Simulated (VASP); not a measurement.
## Ti5Sn3O16: single point with PBEsol

Ti5Sn3O16:

```xyz
72
Lattice="9.3178 0.0000 0.0000 0.0000 9.3178 0.0000 0.0000 0.0000 9.1281" Properties=species:S:1:pos:R:3 pbc="T T T"
Ti    0.0169    9.3047    9.1203
Ti    0.0415    0.0156    6.0788
Ti    9.3059    4.6186    0.0126
Ti    9.2903    4.6676    3.0244
Ti    0.0166    4.6561    6.0477
Ti    4.6710    4.6793    3.0258
Ti    4.6444    4.6703    6.0804
Ti    2.3323    2.3342    4.5298
Ti    2.3054    2.3035    7.6188
Ti    2.3224    6.9656    4.5797
Ti    2.3159    6.9870    7.5914
Ti    6.9845    2.3289    1.4862
Ti    6.9914    2.3412    7.5988
Ti    6.9844    6.9642    1.4795
Ti    6.9494    6.9804    7.6016
Sn    0.0090    9.3135    3.0373
Sn    4.6443    0.0008    0.0118
Sn    4.6577    9.2736    3.0464
Sn    4.6558    0.0032    6.0511
Sn    4.6749    4.6922    9.1148
Sn    2.3504    2.3244    1.5245
Sn    2.3175    6.9963    1.4923
Sn    6.9989    2.3079    4.5983
Sn    7.0042    6.9849    4.5810
O     1.4035    1.4221    0.0169
O     1.4234    1.4276    3.0449
O     1.4206    1.4208    6.0970
O     1.4068    6.0587    0.0028
O     1.3980    6.0842    3.0098
O     1.4440    6.0641    6.1118
O     6.0789    1.3963    0.0271
O     6.0842    1.4253    2.9986
O     6.0968    1.4381    6.0677
O     6.0762    6.0775    0.0131
O     6.0520    6.0529    2.9985
O     6.0939    6.0945    6.0856
O     3.2489    3.2358    9.1107
O     3.2242    3.2475    3.0559
O     3.2332    3.2349    6.0687
O     3.2446    7.8940    0.0317
O     3.2253    7.8625    3.0218
O     3.2457    7.8536    6.0644
O     7.8733    3.2485    9.1061
O     7.9185    3.2308    3.0452
O     7.8814    3.2166    6.1026
O     7.8929    7.8783    0.0100
O     7.9006    7.9108    3.0500
O     7.8876    7.8793    6.0325
O     0.9238    3.7485    1.4733
O     0.9128    3.7269    4.5917
O     0.9307    3.7631    7.6262
O     0.9386    8.4118    1.5463
O     0.9327    8.4169    4.5295
O     0.8911    8.4240    7.6095
O     5.5697    3.8000    1.5228
O     5.5413    3.7483    4.5842
O     5.5531    3.7318    7.6083
O     5.5591    8.3696    1.5393
O     5.5662    8.4076    4.5784
O     5.5785    8.4189    7.6437
O     3.7798    0.9003    1.5375
O     3.7317    0.9222    4.5552
O     3.7228    0.9213    7.6163
O     3.7533    5.5799    1.5299
O     3.7303    5.5456    4.5285
O     3.7652    5.5512    7.5869
O     8.4026    0.8890    1.5091
O     8.4372    0.8999    4.5316
O     8.4251    0.9218    7.6322
O     8.3772    5.5715    1.5188
O     8.4323    5.6052    4.5688
O     8.4336    5.5784    7.6308
```

```json
{"Program": "VASP 6.6.1", "Task": "single point", "Functional": "PBEsol", "Potentials or basis": "VASP PAW PBE potentials, release 64 (Ti_sv, Sn_d, O)", "Cutoff": "520 eV", "k mesh": "1 × 1 × 1, shifted", "Occupations": "fermi-dirac, width 0.05 eV", "Spin": "no spin polarisation"}
```

| Property | Result |
| --- | --- |
| Pressure | 2.7 GPa |
| Largest force | 3.582 eV/Å |
| Band gap on the k mesh | 2.09 eV |

Forces in eV/Å, atoms in the order of the input:
```
Ti  -0.427  0.302 -0.236
Ti  -0.397 -0.120  0.438
Ti   0.393  0.503 -0.843
Ti   0.120  0.053 -0.241
Ti  -0.108 -0.195  0.869
Ti   0.122 -0.003  0.568
Ti  -0.206 -0.584 -0.855
Ti   0.378  0.316  0.964
Ti   0.221  0.517 -0.796
Ti  -0.127 -0.036 -0.427
Ti  -0.074 -0.498 -0.010
Ti  -0.130 -0.283  0.089
Ti  -0.058  0.160  0.729
Ti   0.152  0.687  0.190
Ti   0.837  0.162  0.306
Sn  -0.280 -0.050 -0.588
Sn   0.185 -0.165 -0.095
Sn   0.089  0.435 -0.030
Sn  -0.128  0.444  1.791
Sn  -0.875 -0.969  0.427
Sn   0.187  0.172 -0.265
Sn  -0.060 -0.843  0.775
Sn  -0.068  0.437 -2.347
Sn  -0.716 -0.112 -2.180
O   -0.529 -0.794 -1.493
O    0.386  0.384  1.259
O   -0.037 -0.137 -0.029
O   -0.473 -0.404 -1.952
O   -0.869 -0.993  1.857
O    0.043  0.262 -0.074
O    1.485  1.664 -0.155
O    0.430  0.429 -0.820
O   -0.457 -0.551  2.208
O    1.500  1.547 -0.410
O   -0.053 -0.058 -0.377
O   -1.208 -1.049  1.685
O   -0.307 -0.432 -1.176
O    0.620  0.507  1.361
O   -0.183 -0.161  0.113
O   -0.341 -0.356 -2.486
O   -0.170 -0.120  2.093
O   -1.091 -0.836  0.225
O   -0.231 -0.283  0.023
O    0.638  0.771 -1.136
O    1.241  1.242  1.625
O   -0.201 -0.131 -0.125
O   -0.831 -0.841 -1.522
O    1.415  1.585  2.884
O   -1.498  1.319  0.490
O   -0.589  0.612 -0.053
O   -0.429  0.020 -0.242
O   -0.759  0.731 -1.969
O    0.880 -0.993  2.278
O    0.273 -0.238 -0.197
O    0.925 -1.243  1.298
O   -0.722  1.074 -0.047
O    0.959 -0.725 -1.561
O    1.477 -1.442 -0.487
O    0.602 -0.663 -0.213
O    1.264 -1.389 -0.881
O   -0.938  0.792  0.058
O   -1.160  1.118 -0.130
O   -1.004  0.876 -0.475
O    0.260 -0.550  1.118
O    0.141  0.094  0.419
O   -1.106  1.265 -1.446
O   -0.579  0.905 -1.620
O    0.063 -0.009  2.199
O    0.126 -0.309 -0.228
O    0.571 -0.616  0.272
O    1.595 -2.040 -0.042
O   -0.160 -0.164 -0.345
```

Stress tensor (GPa, compression positive):
```
 2.07  0.26 -0.08
 0.26  1.98  0.21
-0.08  0.21  3.98
```

Levels at points of the mesh, in eV from the valence-band top:
```tsv
k point	band 294	band 295	band 296	band 297	band 298	band 299	band 300	band 301
(0.25, 0.25, 0.25)	-0.43	-0.39	-0.34	-0.01	2.09	2.14	2.18	2.21
```

It took 45 min on 1 thread of Intel(R) Xeon(R) Platinum 8488C (Sapphire Rapids), on a shared host, peak memory 1.1 GiB.

Caveat: the PAW data sets were made with another functional, which shifts forces and pressure a little; spin-orbit coupling is left out, which moves the levels of the heavy elements; a shifted mesh leaves out Γ, where band edges can lie. A k mesh can miss the band edges.
